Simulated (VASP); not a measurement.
# Pb (P6_3/mmc) in VASP: notebook

The runs below take Pb through single point, with PBEsol.

Everything below comes from runs of VASP 6.6.1. Logs are shortened: lines on timing, memory, paths and dates and some standing lists are left out, and cuts for length are marked.

## Step 1: The cell of the first run

The structure is hexagonal, space group P6_3/mmc (No. 194). The conventional cell has a = 3.480 Å, b = 3.480 Å, c = 5.478 Å, α = 90.00°, β = 90.00°, γ = 120.00°. Pb (site symmetry -6m2) has 12 Pb at 3.40 to 3.48 Å within 4.5 Å.

## Step 2: Single point, PBEsol (strain -0.0200 x Voigt [0, 0, 1, 0, 0, 0])

INCAR

```
PREC     = Accurate       # precision mode
ENCUT    = 520            # plane-wave cutoff, eV
EDIFF    = 1E-6           # SCF threshold, eV
ISMEAR   = 0              # smearing method
SIGMA    = 0.15           # smearing width, eV
LREAL    = F              # projectors in reciprocal space
LASPH    = T              # aspherical terms in the spheres
NELM     = 60             # most SCF steps
ALGO     = Fast           # electronic algorithm
ISIF     = 2              # what is computed and relaxed
LWAVE    = F              # write WAVECAR
LCHARG   = F              # write CHGCAR
GGA      = PS             # functional
NBANDS   = 21             # bands
```

KPOINTS

```
Automatic mesh
0
Gamma
  15 15 10
```

POSCAR

```
Pb
1.0
    3.4800006906      0.0000000000      0.0000000000
   -1.7400003453      3.0137690032      0.0000000000
    0.0000000000      0.0000000000      5.4782000000
Pb
2
Direct
    0.3333333333      0.6666666667      0.2500000000
    0.6666666667      0.3333333333      0.7500000000
```

Potentials or basis: VASP PAW PBE potentials, release 64 (Pb_d).

Command:

```bash
$ cat potpaw_PBE.64/Pb_d/POTCAR > POTCAR
$ mpirun -np 1 vasp_std > vasp.out
```

OUTCAR:

```text
PREC = Accurate
   ENCUT = 520
   EDIFF = 1E-6
   ISMEAR = 0
   LREAL = F
   LASPH = T
   NELM = 60
   ISIF = 2
   GGA = PS

 ion  position               nearest neighbor table
   1  0.333  0.667  0.250-   2 3.40   2 3.40   2 3.40   2 3.40   2 3.40   2 3.40
   2  0.667  0.333  0.750-   1 3.40   1 3.40   1 3.40   1 3.40   1 3.40   1 3.40

  LATTYP: Found a hexagonal cell.
 ALAT       =     3.4800006906
 C/A-ratio  =     1.5741950899

  Lattice vectors:

 A1 = (   3.4800006906,   0.0000000000,   0.0000000000)
 A2 = (  -1.7400003453,   3.0137690032,   0.0000000000)
 A3 = (   0.0000000000,   0.0000000000,   5.4782000000)

Analysis of symmetry for initial positions (statically):
=====================================================================
 Subroutine PRICEL returns:
 Original cell was already a primitive cell.

 Routine SETGRP: Setting up the symmetry group for a
 hexagonal supercell.

 Subroutine GETGRP returns: Found 24 space group operations
 (whereof 12 operations were pure point group operations)
 out of a pool of 24 trial point group operations.

The static configuration has the point symmetry D_3d.
 The point group associated with its full space group is D_6h.

Analysis of symmetry for dynamics (positions and initial velocities):
=====================================================================
 Subroutine PRICEL returns:
 Original cell was already a primitive cell.

 Routine SETGRP: Setting up the symmetry group for a
 hexagonal supercell.

 Subroutine GETGRP returns: Found 24 space group operations
 (whereof 12 operations were pure point group operations)
 out of a pool of 24 trial point group operations.

The dynamic configuration has the point symmetry D_3d.
 The point group associated with its full space group is D_6h.

 Subroutine INISYM returns: Found 24 space group operations
 (whereof 12 operations are pure point group operations),
 and found     1 'primitive' translations

----------------------------------------------------------------------------------------

                                     Primitive cell

  volume of cell :      57.4549

  direct lattice vectors                    reciprocal lattice vectors
[... 70 lines left out ...]
   number of dos      NEDOS =    301   number of ions     NIONS =      2
   total plane-waves  NPLWV =  32928
   dimension x,y,z NGX =    28 NGY =   28 NGZ =   42
   dimension x,y,z NGXF=    56 NGYF=   56 NGZF=   84
   ions per type =               2
   NGX,Y,Z   is equivalent  to a cutoff of  13.38, 13.38, 12.75 a.u.
   NGXF,Y,Z  is equivalent  to a cutoff of  26.75, 26.75, 25.49 a.u.
 SYSTEM =  unknown system
   PREC   = accura    normal or accurate (medium, high low for compatibility)
   ISTART =      0    job   : 0-new  1-cont  2-samecut
   ICHARG =      2    charge: 1-file 2-atom 10-const
   ISPIN  =      1    spin polarized calculation?
   LNONCOLLINEAR =      F non collinear calculations
   LSORBIT =      F    spin-orbit coupling
   LASPH  =      T    aspherical Exc in radial PAW
   ENCUT  =  520.0 eV  38.22 Ry    6.18 a.u.   6.47  6.47 10.19*2*pi/ulx,y,z
   NELM   =     60;   NELMIN=  2; NELMDL= -5     # of ELM steps
   EDIFF  = 0.1E-05   stopping-criterion for ELM
   LREAL  =      F    real-space projection
[... 7 lines left out ...]
   TEBEG  =    0.0;   TEEND  =   0.0 temperature during run
   PSTRESS=    0.0 pullay stress
   NELECT =      28.0000    total number of electrons
   NUPDOWN=      -1.0000    fix difference up-down
   EMIN   =  10.00;   EMAX   =-10.00  energy-range for DOS
   EFERMI =   0.00;   METHOD = LEGACY
   ISMEAR =     0;   SIGMA  =   0.15  broadening in eV -4-tet -1-fermi 0-gaus
   EFERMI_NEDOS =   21; number of points for ismear=-14 and -15
   IALGO  =     68    algorithm
   IMIX   =      4    mixing-type and parameters
     AMIX     =   0.40;   BMIX     =  1.00
     AMIX_MAG =   1.60;   BMIX_MAG =  1.00
  volume/ion in A,a.u.               =      28.73       193.86
  Fermi-wavevector in a.u.,A,eV,Ry     =   1.288304  2.434542 22.581969  1.659728
  Thomas-Fermi vector in A             =   2.420266
   LORBIT       =      0    0 simple, 1 ext, 2 COOP (PROOUT), +10 PAW based schemes
   GGA     = PS    functional components
   LHFCALC =     F    Hartree Fock is set to
   AEXX    =    0.0000 exact exchange contribution
   IVDW    =     0    specifies the selected vdW correction
   LEPSILON=     F    determine dielectric tensor
   LRPA    =     F    only Hartree local field effects (RPA)
 non-spin polarized calculation
 RMM-DIIS sequential band-by-band and
 Gauss-broadening in eV      SIGMA  =   0.15
  energy-cutoff  :      520.00
  volume of cell :       57.45
 maximum number of plane-waves:      1578
 NGX is ok and might be reduce to    28
   NGX = 13   NGY = 13   NGZ = 21

 number of electron      27.9999997 magnetization

 Free energy of the ion-electron system (eV)
  ---------------------------------------------------
  ext. energy  EPLUGINS =         0.00000000
  ---------------------------------------------------
  free energy    TOTEN  =        -7.94747909 eV

  energy without entropy =       -7.93355287  energy(sigma->0) =       -7.94051598

 E-fermi :   7.6898     XC(G=0): -10.6046

 val. band max:        7.6868807634   @ k =   0.3333   0.2667   0.0000
 cond. band min:       7.7008622971   @ k =   0.2000   0.1333   0.2000
 fundamental gap:      0.0139815336
 Fermi energy:         7.6897823207

 k-point     1 :       0.0000    0.0000    0.0000
  band No.  band energies     occupation
      1      -9.3602      2.00000
      2      -9.2883      2.00000
      3      -9.2883      2.00000
      4      -9.2882      2.00000
      5      -9.2593      2.00000
      6      -9.2593      2.00000
[... 565 lines left out ...]
     20      17.5552      0.00000
     21      22.2440      0.00000

 [... further k-points ...]
[... 5 lines left out ...]
  --------------------------------------------------------------------------------------
  -------------------------------------------------------------------------------------
  Total        0.3674612      0.3674612      1.5250976      0.0000000      0.0000000      0.0000000
  in kB       10.2469571     10.2469571     42.5285959      0.0000000      0.0000000      0.0000000
  external PRESSURE =      21.0075034 kB  Pullay stress =       0.0000000 kB

 VOLUME and BASIS-vectors are now :
 -----------------------------------------------------------------------------
  energy-cutoff  :      520.00
  volume of cell :       57.45
      direct lattice vectors                 reciprocal lattice vectors
     3.480000691  0.000000000  0.000000000     0.287356265  0.165905217  0.000000000
    -1.740000345  3.013769003  0.000000000     0.000000000  0.331810434  0.000000000
     0.000000000  0.000000000  5.478200000     0.000000000  0.000000000  0.182541711

 POSITION                                       TOTAL-FORCE (eV/Angst)
 -----------------------------------------------------------------------------------
     -0.00000      2.00918      1.36955         0.000000     -0.000000      0.000000
      1.74000      1.00459      4.10865        -0.000000      0.000000      0.000000
 -----------------------------------------------------------------------------------
    total drift:                               -0.000000      0.000000     -0.000000

  FREE ENERGIE OF THE ION-ELECTRON SYSTEM (eV)
  ---------------------------------------------------
  free  energy   TOTEN  =        -7.9474790875 eV

  energy  without entropy=       -7.9335528694  energy(sigma->0) =       -7.94051598
```

stdout:

```text
POSCAR found type information on POSCAR Pb
 POSCAR found :  1 types and       2 ions
 scaLAPACK will be used
 -----------------------------------------------------------------------------
|                                                                             |
|                                                                             |
|     You enforced a specific xc type in the INCAR file but a different       |
|     I HOPE YOU KNOW WHAT YOU ARE DOING!                                     |
|                                                                             |
 -----------------------------------------------------------------------------

 LDA part: xc-table for (Slater+PW92), standard interpolation
 POSCAR, INCAR and KPOINTS ok, starting setup
 FFT: planning ... GRIDC
 FFT: planning ... GRID_SOFT
 FFT: planning ... GRID
 WAVECAR not read
 entering main loop
```

It took 2.9 min on 1 thread of Intel Xeon Platinum 8488C (Sapphire Rapids), shared host; peak memory 0.28 GiB.

What came out:

| Item | Value |
| --- | --- |
| Free energy | -7.9475 eV |
| Pressure | 2.1 GPa |
| Band gap on the k mesh | zero (band 14 reaches 13.32 eV, above the bottom of band 15 at 5.49 eV) |

Levels at points of the mesh, in eV from the Fermi level:
```csv
k point,band 10,band 11,band 12,band 13,band 14,band 15,band 16,band 17,band 18,band 19
"(0.00, 0.00, 0.00)",-16.69,-12.13,-7.82,-4.36,5.46,5.46,7.48,7.48,8.66,8.72
"(0.00, 0.00, 0.50)",-16.77,-10.77,-10.77,1.33,1.33,6.43,6.43,6.43,6.43,9.12
```

Caveat: the cell differs from its parent crystal (strain -0.0200 x Voigt [0, 0, 1, 0, 0, 0]); the PAW data sets were made with another functional, which shifts forces and pressure a little; spin-orbit coupling is left out, which moves the levels of the heavy elements.

## Step 3: Single point, PBEsol (strain -0.0100 x Voigt [0, 0, 1, 0, 0, 0])

INCAR

```
  PREC = Accurate
  ENCUT = 520
  EDIFF = 1E-6
  ISMEAR = 0
  SIGMA = 0.15
  LREAL = F
  LASPH = T
  NELM = 100
  ALGO = Fast
  ISIF = 2
  LWAVE = F
  LCHARG = F
  GGA = PS
  NBANDS = 21
```

KPOINTS is that of step 2.

POSCAR, as its differences from that of step 2:

```diff
@@ -4,3 +4,3 @@
    -1.7400003453      3.0137690032      0.0000000000
-    0.0000000000      0.0000000000      5.4782000000
+    0.0000000000      0.0000000000      5.5341000000
 Pb
```

Potentials or basis: VASP PAW PBE potentials, release 64 (Pb_d).

Command:

```bash
$ cat potpaw_PBE.64/Pb_d/POTCAR > POTCAR
$ mpirun -np 1 vasp_std > vasp.out
```

Wall time 3.8 min (1 thread of Intel Xeon Platinum 8488C (Sapphire Rapids), shared host); peak memory 0.29 GiB.

The run converged. Its results:

```
Free energy            : -7.9619 eV
Pressure               : 1.5 GPa
Band gap on the k mesh : zero (band 14 reaches 13.26 eV, above the bottom of band 15 at 5.41 eV)
```

Stress tensor (GPa, compression positive):
```
0.59 0.00 0.00
0.00 0.59 0.00
0.00 0.00 3.43
```

Levels at points of the mesh, in eV from the Fermi level:
```csv
k point,band 11,band 12,band 13,band 14,band 15,band 16,band 17,band 18
"(0.00, 0.00, 0.00)",-12.04,-7.90,-4.33,5.53,5.53,7.50,7.50,8.45
"(0.00, 0.00, 0.50)",-10.72,-10.72,1.18,1.18,6.47,6.47,6.47,6.47
```

Caveat: the cell differs from its parent crystal (strain -0.0100 x Voigt [0, 0, 1, 0, 0, 0]); the PAW data sets were made with another functional, which shifts forces and pressure a little; spin-orbit coupling is left out, which moves the levels of the heavy elements.

## Step 4: Single point, PBEsol (strain +0.0050 x Voigt [0, 0, 1, 0, 0, 0])

INCAR

```
  PREC = Accurate
  ENCUT = 520
  EDIFF = 1E-7
  ISMEAR = 0
  SIGMA = 0.15
  LREAL = False
  LASPH = True
  NELM = 80
  ALGO = Fast
  ISIF = 2
  LWAVE = False
  LCHARG = False
  GGA = PS
  NBANDS = 21
```

KPOINTS is that of step 3.

POSCAR, as its differences from that of step 3:

```diff
@@ -4,3 +4,3 @@
    -1.7400003453      3.0137690032      0.0000000000
-    0.0000000000      0.0000000000      5.5341000000
+    0.0000000000      0.0000000000      5.6179500000
 Pb
```

Command:

```bash
$ cat potpaw_PBE.64/Pb_d/POTCAR > POTCAR
$ mpirun -np 1 vasp_std > vasp.out
```

It took 4.7 min on 1 thread of Intel Xeon Platinum 8488C (Sapphire Rapids), shared host; peak memory 0.29 GiB.

It converged, with:

| Quantity | Value |
| --- | --- |
| Free energy | -7.9771 eV |
| Pressure | 0.7 GPa |
| Band gap on the k mesh | zero (band 14 reaches 13.17 eV, above the bottom of band 15 at 5.30 eV) |

Stress tensor (GPa, compression positive):
```
0.03 0.00 0.00
0.00 0.03 0.00
0.00 0.00 1.95
```

Levels at points of the mesh, in eV from the Fermi level:
```tsv
k point	band 12	band 13	band 14	band 15	band 16	band 17
(0.00, 0.00, 0.00)	-8.02	-4.29	5.63	5.63	7.51	7.51
(0.00, 0.00, 0.50)	-10.66	0.97	0.97	6.53	6.53	6.53
```

Caveat: the cell differs from its parent crystal (strain +0.0050 x Voigt [0, 0, 1, 0, 0, 0]); the PAW data sets were made with another functional, which shifts forces and pressure a little; spin-orbit coupling is left out, which moves the levels of the heavy elements.

## Step 5: Summary

```csv
cell,further INCAR settings,gap on the mesh (eV),pressure (GPa)
"a = 3.480, b = 3.480, c = 5.478 Å, angles 90.0, 90.0, 120.0°, 2 atoms",ALGO = Fast; EDIFF = 1e-06; NBANDS = 21,none,2.1
"a = 3.480, b = 3.480, c = 5.534 Å, angles 90.0, 90.0, 120.0°, 2 atoms",ALGO = Fast; EDIFF = 1e-06; NBANDS = 21,none,1.5
"a = 3.480, b = 3.480, c = 5.618 Å, angles 90.0, 90.0, 120.0°, 2 atoms",ALGO = Fast; EDIFF = 1e-07; NBANDS = 21,none,0.7
```

Alike in all rows: task single point; level PBEsol; potentials or basis VASP PAW PBE potentials, release 64 (Pb_d); no spin polarisation; k mesh 15 × 15 × 10; cutoff (eV) 520; smearing gaussian 0.15 eV.

Caveats: the PAW data sets were made with another functional, which shifts forces and pressure a little; spin-orbit coupling is left out, which moves the levels of the heavy elements.

Absolute energies hang on the potentials; compare differences alone.
